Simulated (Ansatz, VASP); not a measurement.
## P in VASP and in Ansatz

File POSCAR:

```
P
1.0
    3.2837277200      0.0000000000      0.0000000000
    0.0000000000     34.8570309900      0.0000000000
    0.0000000000      0.0000000000      4.6320847100
P
4
Direct
    0.5000000000      0.9702614300      0.9078492800
    0.5000000000      0.0297385700      0.0921507200
    0.0000000000      0.0297385700      0.4078492800
    0.0000000000      0.9702614300      0.5921507200
```

File INCAR.step1:

```
SYSTEM = P
PREC = Accurate
ENCUT = 520
ISMEAR = -1
SIGMA = 0.05
LREAL = .FALSE.
LASPH = .TRUE.
NELM = 60
NBANDS = 18
GGA = PE
ALGO = Normal
EDIFF = 1E-4
LWAVE = .TRUE.
LCHARG = .FALSE.
```

Contents of INCAR.step2:

```
SYSTEM = P
PREC = Accurate
ENCUT = 520
EDIFF = 1E-7
ISMEAR = -1
SIGMA = 0.05
LREAL = .FALSE.
LASPH = .TRUE.
NELM = 60
ALGO = Normal
ISIF = 2
LWAVE = .FALSE.
LCHARG = .FALSE.
METAGGA = R2SCAN
LMIXTAU = .TRUE.
NBANDS = 18
ISTART = 1
```

KPOINTS

```
Automatic mesh
0
G
  5 1 4
  0 0 0
```

Contents of input.yaml:

```yaml
crystal:
  lattice:
    - [3.28372772, 0.0, 0.0]
    - [0.0, 34.85703099, 0.0]
    - [0.0, 0.0, 4.63208471]
  atoms:
    - { symbol: P, position: [0.5, 0.97026143, 0.90784928] }
    - { symbol: P, position: [0.5, 0.02973857, 0.09215072] }
    - { symbol: P, position: [0.0, 0.02973857, 0.40784928] }
    - { symbol: P, position: [0.0, 0.97026143, 0.59215072] }
hamiltonian:
  xc: r2scan
  pseudopotentials: { kind: paw }
kpoints:
  mp_grid: { grid: [5, 1, 4] }
scf:
  occupations: { method: fermi_dirac, width: 0.05 }
  n_extra_bands: 10
output:
  forces: true
  stress: true
  eigenvalues: true
  dos: { projected: true, de: 0.05, nscf_kmesh: { grid: [8, 2, 6] } }
  write_density: true
  write_potential: true
  elf: true
  volumetric_format: npy
```

Alike in both runs: functional r2SCAN; k mesh 5 × 1 × 4; occupations fermi-dirac, width 0.05 eV; no spin polarisation.

```csv
,VASP,Ansatz
version,VASP 6.6.1,Ansatz 0.2.0
potentials or method,"VASP PAW PBE potentials, release 64 (P)",Ansatz PAW
plane-wave cutoff (eV),520,500
valence electrons in the cell,20,20
task,single point,projected density of states
```

```tsv
	VASP	Ansatz	Ansatz less VASP
gap on the k mesh at the Fermi level (eV)	1.13	1.10	-0.028
least direct gap on the mesh (eV)	1.13	1.10	-0.028
rms of the force components (eV/Å)	0.015	0.051	+0.0358
```

VASP's potentials were made for PBE, not for r2SCAN. Atom by atom the forces differ by 0.058 eV/Å (rms over components).

Noted on Ansatz's run: odd divisions of the mesh miss points on the zone boundary, where band edges often lie, so the gap on the mesh can be too wide.
